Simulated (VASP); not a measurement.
Crystal: Al2Cu.

```
Cu Al
1.0
    -2.03034    2.03034    2.85109
     2.03034   -2.03034    2.85109
     2.03034    2.03034   -2.85109
Cu Al
1 2
Direct
  0.50000 0.50000 0.00000
  0.25000 0.75000 0.50000
  0.75000 0.25000 0.50000
```

* Program: VASP 6.6.1
* Task: relaxation of cell and atoms
* Functional: LDA
* Potentials or basis: VASP PAW LDA potentials, release 64 (Cu, Al)
* Cutoff: 780 eV
* k mesh: 13 × 13 × 13
* Occupations: gaussian, width 0.04 eV
* Spin: no spin polarisation

At the start: pressure -2.9 GPa; volume 15.67 Å³/atom.

How do energy, volume and symmetry change on relaxing?

Over 11 steps the energy falls by 4.1 meV/atom and the volume is 15.24 Å³/atom (-2.7 %); space group Fm-3m (No. 225, to 0.1 Å) before and after.

The path:
```
step  energy change (eV)  largest force (eV/Å)  pressure (GPa)  volume (Å³)
   1              0.0000                0.0000           -2.89        47.01
   2             -0.0095                0.0000            1.50        45.12
   3             -0.0122                0.0000            0.06        45.71
   4             -0.0122                0.0000           -0.05        45.74
   5             -0.0123                0.0000           -0.04        45.74
   6             -0.0124                0.0000           -0.05        45.75
   7             -0.0124                0.0000           -0.06        45.75
   8             -0.0124                0.0000            0.06        45.70
   9             -0.0124                0.0000            0.02        45.72
  10             -0.0124                0.0000           -0.02        45.72
  11             -0.0124                0.0000           -0.02        45.72
```

Final structure:
```xyz
3
Lattice="-2.0068 2.0068 2.8381 2.0068 -2.0068 2.8381 2.0068 2.0068 -2.8381" Properties=species:S:1:pos:R:3 pbc="T T T"
Cu    0.0000    0.0000    2.8381
Al    2.0068    0.0000    1.4190
Al    0.0000    2.0068    1.4190
```
